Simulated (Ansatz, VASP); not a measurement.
Al2Cu in VASP and in Ansatz

```
Cu Al
1.0
     4.10518    0.00000    0.00000
     0.00000    4.10518    0.00000
     0.00000    0.00000    2.89131
Cu Al
1 2
Direct
  0.00000 0.00000 0.00000
  0.00000 0.50000 0.50000
  0.50000 0.00000 0.50000
```

Alike in both runs: task relaxation of cell and atoms; functional PBEsol; dispersion D4; k mesh 7 × 7 × 9; occupations fermi-dirac, width 0.05 eV; no spin polarisation.

|  | VASP | Ansatz |
| --- | --- | --- |
| version | VASP 6.6.1 | Ansatz 0.2.0 |
| potentials or method | VASP PAW PBE potentials, release 64 (Cu, Al) | Ansatz PAW |
| plane-wave cutoff (eV) | 600 | 420 |
| valence electrons in the cell | 17 | 25 |

VASP gave:

- gap on the k mesh at the Fermi level, each at its own relaxed structure (eV): none
- relaxed volume (Å³/atom): 15.55
- relaxed cell length with the largest relative difference (Å): 2.831

Problem. What did Ansatz give for the same quantities?

Solution. gap on the k mesh at the Fermi level, each at its own relaxed structure (eV): none; relaxed volume (Å³/atom): 15.51; relaxed cell length with the largest relative difference (Å): 2.828.

VASP's potentials were made for PBE, not for PBEsol. A gap of «none» marks a metal or a gap that the smearing closes. VASP's potentials hold 17 valence electrons a cell and Ansatz's 25, so a difference there can come from the potentials and not from the codes.

Noted on Ansatz's run: the plane-wave basis is chosen anew once the cell has moved, so the energies of steps on either side of that aren't comparable.
